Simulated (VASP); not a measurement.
# AlN (P3m1) in VASP: further runs, part 2 of 2

VASP 6.6.1.

### 3 Single point, PBE

This run uses another cell than the first one, of 10.66 Å³/atom, 1.148 times its volume.

Contents of INCAR:

```
PREC = Accurate
ENCUT = 520
EDIFF = 1E-6
ISMEAR = 0
SIGMA = 0.1
LREAL = Auto
LASPH = True
NELM = 100
ALGO = Normal
ISIF = 2
LWAVE = False
LCHARG = False
GGA = PE
NBANDS = 46
```

Contents of KPOINTS:

```
Automatic mesh
0
Gamma
  6 6 1
```

Contents of POSCAR:

```
AlN
1.0
    3.1202150419      0.0000000000      0.0000000000
   -1.5601075209      2.7021854915      0.0000000000
    0.0000000000      0.0000000000     20.2236758736
Al N
8 8
Direct
    0.3333333333      0.6666666667      0.8275440594
    0.0000000000      0.0000000000      0.7020111127
    0.6666666667      0.3333333333      0.3285309724
    0.6666666667      0.3333333333      0.5775004120
    0.0000000000      0.0000000000      0.4530008815
    0.3333333333      0.6666666667      0.0775040773
    0.0000000000      0.0000000000      0.2030331289
    0.6666666667      0.3333333333      0.9530341424
    0.6666666667      0.3333333333      0.0472362606
    0.6666666667      0.3333333333      0.6716984244
    0.3333333333      0.6666666667      0.9222588233
    0.0000000000      0.0000000000      0.2977540246
    0.0000000000      0.0000000000      0.7967380289
    0.0000000000      0.0000000000      0.5471925980
    0.3333333333      0.6666666667      0.1722449433
    0.6666666667      0.3333333333      0.4227181102
```

Potentials or basis: VASP PAW PBE potentials, release 64 (Al, N).

On the command line:

```sh
$ cat potpaw_PBE.64/Al/POTCAR potpaw_PBE.64/N/POTCAR > POTCAR
$ mpirun -np 1 vasp_std > vasp.out
```

OUTCAR:

```text
PREC = Accurate
   ENCUT = 520
   EDIFF = 1E-6
   ISMEAR = 0
   LREAL = Auto
   LASPH = True
   NELM = 100
   ISIF = 2
   GGA = PE

 ion  position               nearest neighbor table
   1  0.333  0.667  0.828-  13 1.91  13 1.91  13 1.91  11 1.92   8 3.11   8 3.11   8 3.11   2 3.11
                             2 3.11   2 3.11
   2  0.000  0.000  0.702-  10 1.90  10 1.90  10 1.90  13 1.92   4 3.10   4 3.10   4 3.10   1 3.11
                             1 3.11   1 3.11
   3  0.667  0.333  0.329-  16 1.90  12 1.91  12 1.91  12 1.91   5 3.10   5 3.10   5 3.10   7 3.11
                             7 3.11   7 3.11
   4  0.667  0.333  0.578-  14 1.90  14 1.90  14 1.90  10 1.91   5 3.10   5 3.10   5 3.10   2 3.10
                             2 3.10   2 3.10
   5  0.000  0.000  0.453-  16 1.90  16 1.90  16 1.90  14 1.90   3 3.10   3 3.10   3 3.10   4 3.10
                             4 3.10   4 3.10
   6  0.333  0.667  0.078-   9 1.90   9 1.90   9 1.90  15 1.92   8 3.10   8 3.10   8 3.10   7 3.11
                             7 3.11   7 3.11
   7  0.000  0.000  0.203-  15 1.91  15 1.91  15 1.91  12 1.92   3 3.11   3 3.11   3 3.11   6 3.11
                             6 3.11   6 3.11
   8  0.667  0.333  0.953-   9 1.91  11 1.91  11 1.91  11 1.91   6 3.10   6 3.10   6 3.10   1 3.11
                             1 3.11   1 3.11
   9  0.667  0.333  0.047-   6 1.90   6 1.90   6 1.90   8 1.91
  10  0.667  0.333  0.672-   2 1.90   2 1.90   2 1.90   4 1.91
  11  0.333  0.667  0.922-   8 1.91   8 1.91   8 1.91   1 1.92
  12  0.000  0.000  0.298-   3 1.91   3 1.91   3 1.91   7 1.92
  13  0.000  0.000  0.797-   1 1.91   1 1.91   1 1.91   2 1.92
  14  0.000  0.000  0.547-   4 1.90   4 1.90   4 1.90   5 1.90
  15  0.333  0.667  0.172-   7 1.91   7 1.91   7 1.91   6 1.92
  16  0.667  0.333  0.423-   5 1.90   5 1.90   5 1.90   3 1.90

  LATTYP: Found a hexagonal cell.
 ALAT       =     3.1202150419
 C/A-ratio  =     6.4815006665

  Lattice vectors:

 A1 = (   3.1202150419,   0.0000000000,   0.0000000000)
 A2 = (  -1.5601075209,   2.7021854915,   0.0000000000)
 A3 = (   0.0000000000,   0.0000000000,  20.2236758736)

Analysis of symmetry for initial positions (statically):
=====================================================================
[... 163 lines left out ...]
   LEPSILON=     F    determine dielectric tensor
   LRPA    =     F    only Hartree local field effects (RPA)
 non-spin polarized calculation
 Gauss-broadening in eV      SIGMA  =   0.10
  energy-cutoff  :      520.00
  volume of cell :      170.51
 maximum number of plane-waves:      4604
 NGX is ok and might be reduce to    24
   NGX = 11   NGY = 11   NGZ = 75

 number of electron      63.9999992 magnetization

 Free energy of the ion-electron system (eV)
  ---------------------------------------------------
  ext. energy  EPLUGINS =         0.00000000
  ---------------------------------------------------
  free energy    TOTEN  =      -118.93505175 eV

  energy without entropy =     -118.93505175  energy(sigma->0) =     -118.93505175

 E-fermi :   6.3098     XC(G=0): -10.8288

 val. band max:        5.8506010741   @ k =   0.0000   0.0000   0.0000
 cond. band min:       9.7086638823   @ k =   0.5000  -0.0000   0.0000
 fundamental gap:      3.8580628082
 Fermi energy:         6.3097722914

 k-point     1 :       0.0000    0.0000    0.0000
  band No.  band energies     occupation
      1      -9.1267      2.00000
      2      -8.9028      2.00000
      3      -8.8328      2.00000
      4      -8.2561      2.00000
      5      -8.2533      2.00000
      6      -7.5080      2.00000
[... 318 lines left out ...]
     43      14.3996      0.00000
     44      14.8309      0.00000
 [bands above 44 left out]

------------------------ aborting loop because EDIFF is reached ----------------------------------------

  FORCE on cell =-STRESS in cart. coord.  units (eV):
  Direction    XX          YY          ZZ          XY          YZ          ZX
  --------------------------------------------------------------------------------------
  -------------------------------------------------------------------------------------
  Total       -0.2248787     -0.2248787     -0.2904952     -0.0000000      0.0000000     -0.0000000
  in kB       -2.1129983     -2.1129983     -2.7295423     -0.0000000      0.0000000     -0.0000000
  external PRESSURE =      -2.3185130 kB  Pullay stress =       0.0000000 kB

 VOLUME and BASIS-vectors are now :
 -----------------------------------------------------------------------------
  energy-cutoff  :      520.00
  volume of cell :      170.51
      direct lattice vectors                 reciprocal lattice vectors
     3.120215042  0.000000000  0.000000000     0.320490731  0.185035410  0.000000000
    -1.560107521  2.702185491  0.000000000     0.000000000  0.370070820  0.000000000
     0.000000000  0.000000000 20.223675874     0.000000000  0.000000000  0.049446995

 POSITION                                       TOTAL-FORCE (eV/Angst)
 -----------------------------------------------------------------------------------
     -0.00000      1.80146     16.73598         0.000000     -0.000000      0.005760
      0.00000      0.00000     14.19725        -0.000000     -0.000000     -0.008679
      1.56011      0.90073      6.64410        -0.000000      0.000000      0.004844
      1.56011      0.90073     11.67918         0.000000      0.000000      0.005006
      0.00000      0.00000      9.16134         0.000000     -0.000000     -0.006310
     -0.00000      1.80146      1.56742         0.000000     -0.000000      0.007503
[... 8 lines left out ...]
     -0.00000      1.80146      3.48343        -0.000000     -0.000000     -0.004837
      1.56011      0.90073      8.54891        -0.000000      0.000000     -0.002352
 -----------------------------------------------------------------------------------
    total drift:                               -0.000000     -0.000000      0.004342

  FREE ENERGIE OF THE ION-ELECTRON SYSTEM (eV)
  ---------------------------------------------------
  free  energy   TOTEN  =      -118.9350517507 eV

  energy  without entropy=     -118.9350517507  energy(sigma->0) =     -118.93505175
```

OSZICAR:

```text
N       E                     dE             d eps       ncg     rms          rms(c)
DAV:   1     0.248052555259E+03    0.24805E+03   -0.29710E+04   644   0.125E+03
DAV:   2    -0.113262311947E+03   -0.36131E+03   -0.34170E+03   836   0.250E+02
DAV:   3    -0.137353202354E+03   -0.24091E+02   -0.23925E+02   816   0.688E+01
DAV:   4    -0.137639463604E+03   -0.28626E+00   -0.28586E+00   784   0.841E+00
DAV:   5    -0.137644036093E+03   -0.45725E-02   -0.45703E-02   786   0.106E+00    0.241E+01
DAV:   6    -0.118916035864E+03    0.18728E+02   -0.72852E+01   752   0.328E+01    0.839E+00
DAV:   7    -0.118988058172E+03   -0.72022E-01   -0.23886E+00   744   0.636E+00    0.588E+00
DAV:   8    -0.118942463136E+03    0.45595E-01   -0.21684E-01   730   0.268E+00    0.880E-01
DAV:   9    -0.118932992114E+03    0.94710E-02   -0.49565E-02   808   0.893E-01    0.432E-01
DAV:  10    -0.118935563395E+03   -0.25713E-02   -0.13426E-02   776   0.474E-01    0.227E-01
DAV:  11    -0.118935047432E+03    0.51596E-03   -0.15941E-03   776   0.218E-01    0.855E-02
DAV:  12    -0.118935052950E+03   -0.55180E-05   -0.45318E-04   744   0.102E-01    0.356E-02
DAV:  13    -0.118935051911E+03    0.10391E-05   -0.20912E-05   784   0.254E-02    0.174E-02
DAV:  14    -0.118935051751E+03    0.15998E-06   -0.46675E-06   680   0.125E-02
   1 F= -.11893505E+03 E0= -.11893505E+03  d E =-.111919E-11
```

stdout:

```text
POSCAR found type information on POSCAR AlN
 POSCAR found :  2 types and      16 ions
 scaLAPACK will be used
 LDA part: xc-table for (Slater+PW92), standard interpolation
 POSCAR, INCAR and KPOINTS ok, starting setup
 FFT: planning ... GRIDC
 FFT: planning ... GRID_SOFT
 FFT: planning ... GRID
 WAVECAR not read
 entering main loop
```

Wall time 56 s (1 thread of AMD EPYC 7R13 (Zen 3), shared host); peak memory 0.25 GiB.

Results:

- Free energy: -118.9351 eV
- Pressure: -0.2 GPa
- Largest force: 0.009 eV/Å
- Band gap on the k mesh: 3.86 eV, indirect (least direct gap 4.00 eV)

Forces in eV/Å, atoms in the order of the input:
```
Al   0.000  0.000  0.006
Al   0.000  0.000 -0.009
Al   0.000  0.000  0.005
Al   0.000  0.000  0.005
Al   0.000  0.000 -0.006
Al   0.000  0.000  0.008
Al   0.000  0.000  0.005
Al   0.000  0.000  0.002
N    0.000  0.000 -0.008
N    0.000  0.000  0.003
N    0.000  0.000 -0.004
N    0.000  0.000 -0.002
N    0.000  0.000  0.001
N    0.000  0.000  0.001
N    0.000  0.000 -0.005
N    0.000  0.000 -0.002
```

Levels at points of the mesh, in eV from the valence-band top:
| k point | band 30 | band 31 | band 32 | band 33 | band 34 | band 35 |
| --- | --- | --- | --- | --- | --- | --- |
| (0.00, 0.00, 0.00) | -0.05 | -0.05 | 0.00 | 4.00 | 4.91 | 5.03 |
| (0.50, 0.00, 0.00) | -0.84 | -0.78 | -0.55 | 3.86 | 4.03 | 5.31 |

A k mesh can miss the band edges.

### 4 Relaxation of cell and atoms, PBE

Contents of INCAR:

```
  PREC = Accurate
  ENCUT = 600
  EDIFF = 1E-7
  ISMEAR = 0
  SIGMA = 0.1
  LREAL = Auto
  LASPH = True
  NELM = 80
  ALGO = Normal
  ISIF = 3
  LWAVE = False
  LCHARG = False
  GGA = PE
  IBRION = 2
  NSW = 90
  EDIFFG = -0.04
```

KPOINTS is that of step 3.

Contents of POSCAR:

```
AlN
1.0
    2.9699601800      0.0000000000      0.0000000000
   -1.4849800900      2.5720609600      0.0000000000
    0.0000000000      0.0000000000     19.4372517600
Al N
8 8
Direct
    0.3333333300      0.6666666700      0.8279825600
    0.0000000000      0.0000000000      0.7033910600
    0.6666666700      0.3333333300      0.3279487600
    0.6666666700      0.3333333300      0.5783956800
    0.0000000000      0.0000000000      0.4531501100
    0.3333333300      0.6666666700      0.0784143400
    0.0000000000      0.0000000000      0.2030989400
    0.6666666700      0.3333333300      0.9531094600
    0.6666666700      0.3333333300      0.0468905400
    0.6666666700      0.3333333300      0.6720512400
    0.3333333300      0.6666666700      0.9215856600
    0.0000000000      0.0000000000      0.2966089400
    0.0000000000      0.0000000000      0.7969010600
    0.0000000000      0.0000000000      0.5468498900
    0.3333333300      0.6666666700      0.1720174400
    0.6666666700      0.3333333300      0.4216043200
```

On the command line:

```sh
$ cat potpaw_PBE.64/Al/POTCAR potpaw_PBE.64/N/POTCAR > POTCAR
$ mpirun -np 1 vasp_std > vasp.out
```

Run time: 6.3 min. Hardware: 1 thread of AMD EPYC 7R13 (Zen 3), shared host; peak memory 0.27 GiB.

It converged, with:

```
Free energy                            : -118.9228 eV
Relaxed volume                         : 10.65 Å³/atom
Relaxed cell                           : a = 3.119 Å, b = 3.119 Å, c = 20.213 Å, α = 90.00°, β = 90.00°, γ = 120.00°
Space group after relaxing (to 0.05 Å) : P3m1 (No. 156)
Energy gained by relaxing              : 134.1 meV/atom
Ionic steps                            : 10
Pressure after relaxing                : 0.0 GPa
Largest force after relaxing           : 0.029 eV/Å
Band gap on the k mesh                 : 3.86 eV, indirect (least direct gap 4.01 eV)
```

Forces on the atoms (eV/Å):
```
Al   0.000  0.000 -0.005
Al   0.000  0.000 -0.016
Al   0.000  0.000  0.029
Al   0.000  0.000 -0.015
Al   0.000  0.000  0.018
Al   0.000  0.000  0.017
Al   0.000  0.000  0.017
Al   0.000  0.000  0.001
N    0.000  0.000 -0.009
N    0.000  0.000 -0.025
N    0.000  0.000 -0.002
N    0.000  0.000  0.009
N    0.000  0.000 -0.016
N    0.000  0.000 -0.007
N    0.000  0.000 -0.011
N    0.000  0.000  0.015
```

Step by step:
```
step  energy change (eV)  largest force (eV/Å)  pressure (GPa)  volume (Å³)
   1              0.0000                0.4098           34.87       148.48
   2             -0.2573                0.1511          -20.77       196.24
   3             -2.1368                0.1719           -0.63       170.90
   4             -2.1377                0.1725           -0.10       170.43
   5             -2.1370                0.1732            0.42       169.97
   6             -2.1433                0.1290            0.43       169.95
   7             -2.1441                0.1496            0.44       169.93
   8             -2.1450                0.1280           -0.35       170.63
   9             -2.1457                0.0554           -0.04       170.35
  10             -2.1460                0.0287           -0.03       170.34
```

Final structure:
```cif
data_structure
_symmetry_space_group_name_H-M 'P 1'
_symmetry_Int_Tables_number 1
_cell_length_a 3.1195
_cell_length_b 3.1195
_cell_length_c 20.2125
_cell_angle_alpha 90.000
_cell_angle_beta 90.000
_cell_angle_gamma 120.000
_cell_volume 170.34
loop_
_atom_site_label
_atom_site_type_symbol
_atom_site_fract_x
_atom_site_fract_y
_atom_site_fract_z
_atom_site_occupancy
Al1 Al 0.33333 0.66667 0.82780 1
Al2 Al 0.00000 0.00000 0.70232 1
Al3 Al 0.66667 0.33333 0.32820 1
Al4 Al 0.66667 0.33333 0.57767 1
Al5 Al 0.00000 0.00000 0.45285 1
Al6 Al 0.33333 0.66667 0.07736 1
Al7 Al 0.00000 0.00000 0.20275 1
Al8 Al 0.66667 0.33333 0.95312 1
N1 N 0.66667 0.33333 0.04722 1
N2 N 0.66667 0.33333 0.67200 1
N3 N 0.33333 0.66667 0.92244 1
N4 N 0.00000 0.00000 0.29744 1
N5 N 0.00000 0.00000 0.79706 1
N6 N 0.00000 0.00000 0.54724 1
N7 N 0.33333 0.66667 0.17205 1
N8 N 0.66667 0.33333 0.42247 1
```

Levels at points of the mesh, in eV from the valence-band top:
```csv
k point,band 30,band 31,band 32,band 33,band 34,band 35
"(0.00, 0.00, 0.00)",-0.05,-0.05,0.00,4.01,4.91,5.04
"(0.50, 0.00, 0.00)",-0.84,-0.79,-0.56,3.86,4.02,5.31
```

A k mesh can miss the band edges. A hybrid or GW would open this gap; PBE tends to underestimate it.

### 5 Single point, PBE

This run uses another cell than the first one, of 10.66 Å³/atom, 1.149 times its volume.

Contents of INCAR:

```
SYSTEM = AlN
PREC = Accurate
ENCUT = 520
EDIFF = 1E-6
ISMEAR = 0
SIGMA = 0.02
LREAL = Auto
LASPH = .TRUE.
NELM = 80
ALGO = Normal
ISIF = 2
LWAVE = .FALSE.
LCHARG = .TRUE.
GGA = PE
LELF = .TRUE.
LVHAR = .TRUE.
NBANDS = 46
```

Contents of KPOINTS:

```
Automatic mesh
0
G
  12 12 2
  0 0 0
```

Contents of POSCAR:

```
AlN
1.0
    3.1205481798      0.0000000000      0.0000000000
   -1.5602740899      2.7024739975      0.0000000000
    0.0000000000      0.0000000000     20.2232725160
Al N
8 8
Direct
    0.3333333333      0.6666666667      0.8275378463
    0.0000000000      0.0000000000      0.7019936760
    0.6666666667      0.3333333333      0.3285430435
    0.6666666667      0.3333333333      0.5774947966
    0.0000000000      0.0000000000      0.4530010407
    0.3333333333      0.6666666667      0.0774965761
    0.0000000000      0.0000000000      0.2030452226
    0.6666666667      0.3333333333      0.9530325470
    0.6666666667      0.3333333333      0.0472290494
    0.6666666667      0.3333333333      0.6716969751
    0.3333333333      0.6666666667      0.9222574549
    0.0000000000      0.0000000000      0.2977693788
    0.0000000000      0.0000000000      0.7967316767
    0.0000000000      0.0000000000      0.5471976555
    0.3333333333      0.6666666667      0.1722443472
    0.6666666667      0.3333333333      0.4227287135
```

On the command line:

```sh
$ cat potpaw_PBE.64/Al/POTCAR potpaw_PBE.64/N/POTCAR > POTCAR
$ mpirun -np 1 vasp_std > vasp.out
```

Wall time 10 min (1 thread of Intel Xeon 6975P-C, shared host); peak memory 0.37 GiB.

Results (log left out):

- Free energy: -118.9416 eV
- Pressure: -0.3 GPa
- Largest force: 0.009 eV/Å
- Band gap on the k mesh: 3.79 eV, indirect (least direct gap 4.00 eV)

Forces on the atoms (eV/Å):
```
Al   0.000  0.000  0.006
Al   0.000  0.000 -0.002
Al   0.000  0.000  0.004
Al   0.000  0.000  0.008
Al   0.000  0.000 -0.003
Al   0.000  0.000  0.009
Al   0.000  0.000  0.000
Al   0.000  0.000 -0.001
N    0.000  0.000 -0.006
N    0.000  0.000 -0.001
N    0.000  0.000 -0.004
N    0.000  0.000 -0.003
N    0.000  0.000  0.000
N    0.000  0.000 -0.002
N    0.000  0.000 -0.002
N    0.000  0.000 -0.004
```

Levels at points of the mesh, in eV from the valence-band top:
```
           k point  band 29  band 30  band 31  band 32  band 33  band 34  band 35  band 36
(0.00, 0.00, 0.00)    -0.16    -0.05    -0.05     0.00     4.00     4.90     5.03     6.26
(0.50, 0.00, 0.00)    -0.84    -0.84    -0.78    -0.55     3.86     4.03     5.31     5.50
(0.00, 0.00, 0.50)    -0.14    -0.14    -0.05    -0.05     4.23     4.36     5.65     5.72
(0.50, 0.00, 0.50)    -1.04    -0.76    -0.68    -0.58     3.79     4.12     5.31     5.39
```

### 6 Summary

| task | cell | k mesh | cutoff (eV) | smearing | gap on the mesh (eV) | pressure (GPa) | largest force (eV/Å) |
| --- | --- | --- | --- | --- | --- | --- | --- |
| single point | a = 2.970, b = 2.970, c = 19.437 Å, angles 90.0, 90.0, 120.0°, 16 atoms | 6 × 6 × 1 | 520 | gaussian 0.1 eV | 3.98 | 35.0 | 0.41 |
| single point | a = 3.120, b = 3.120, c = 20.224 Å, angles 90.0, 90.0, 120.0°, 16 atoms | 6 × 6 × 1 | 520 | gaussian 0.1 eV | 3.86 | -0.2 | 0.01 |
| relaxation of cell and atoms | relaxed from a = 2.970, b = 2.970, c = 19.437 Å, angles 90.0, 90.0, 120.0°, 16 atoms | 6 × 6 × 1 | 600 | gaussian 0.1 eV | 3.86 | 0.0 | 0.03 |
| single point | a = 3.121, b = 3.121, c = 20.223 Å, angles 90.0, 90.0, 120.0°, 16 atoms | 12 × 12 × 2 | 520 | gaussian 0.02 eV | 3.79 | -0.3 | 0.01 |

Alike in all rows: level PBE; potentials or basis VASP PAW PBE potentials, release 64 (Al, N); no spin polarisation.

Absolute energies hang on the potentials; compare differences alone.
